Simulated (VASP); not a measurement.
The system is Cu.

```
Cu
1.0
     0.00000    1.80750    1.80750
     1.80750    0.00000    1.80750
     1.80750    1.80750    0.00000
Cu
1
Direct
  0.00000 0.00000 0.00000
```

Base run:

| Item | Value |
| --- | --- |
| Program | VASP 6.6.1 |
| Functional | LDA |
| Potentials or basis | VASP PAW LDA potentials, release 64 (Cu) |
| Cutoff | 520 eV |
| k mesh | 16 × 16 × 16 |
| Occupations | fermi-dirac, width 0.05 eV |
| Spin | collinear spin |
| Starting moments | [0.9] μB |
| Fixed moment | 0.9 μB |

Its results: pressure -1.6 GPa; site moments Cu +0.72 μB.

**Question.** The run is repeated on the same cell with these changes: fixed moment from 0.9 μB to 0.2 μB; moments at the start from [0.9] to [0.2]. What comes out?

**Answer.** Pressure -11.3 GPa; site moments Cu +0.16 μB.

Caveats: the total moment is fixed, so each spin has its own Fermi level; the cell stands under tension (at least some runs).
